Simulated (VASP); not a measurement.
Runs of VASP 6.6.1 on Si2W. The structure is that of space group I4/mmm (No. 139), or close to it. The cells are those of the table. 

```tsv
task	cell	gap on the mesh (eV)	pressure (GPa)	largest force (eV/Å)
electric field gradients	a = 4.536 Å, angles 139.0, 139.0, 59.4°, 3 atoms	none	-2.2	0.27
single point	a = 4.480 Å, angles 138.0, 138.0, 60.9°, 3 atoms	none	-1.6	0.28
electric field gradients	a = 4.517 Å, angles 138.6, 138.6, 59.9°, 3 atoms	none	-2.0	0.28
electric field gradients	a = 4.514 Å, angles 139.6, 139.6, 58.4°, 3 atoms	none	(b)	0.17
single point	a = 4.651 Å, angles 139.6, 139.6, 58.5°, 3 atoms	none	-12.7	0.40
electric field gradients	a = 4.616 Å, angles 139.3, 139.3, 58.9°, 3 atoms	none	(a)	0.36
```

Alike in all rows: level LDA; potentials or basis VASP PAW LDA potentials, release 64 (Si, W_sv); no spin polarisation; k mesh 11 × 11 × 14; cutoff (eV) 520; smearing fermi-dirac 0.05 eV.

Task: Estimate the missing entries.

Result: (a) -10.8; (b) 7.9.

Caveats: spin-orbit coupling is left out, which moves the levels of the heavy elements; the stress differs along the axes, from -7 to 0 GPa (at least some runs); the stress differs along the axes, from -4 to 3 GPa (at least some runs); the stress differs along the axes, from -2 to 13 GPa (at least some runs); the stress differs along the axes, from -22 to -8 GPa (at least some runs); the stress differs along the axes, from -18 to -7 GPa (at least some runs).

A k mesh can miss the band edges, and the runs leave out spin-orbit coupling on W.

A gap of «none» marks levels without a gap at the run's occupations.
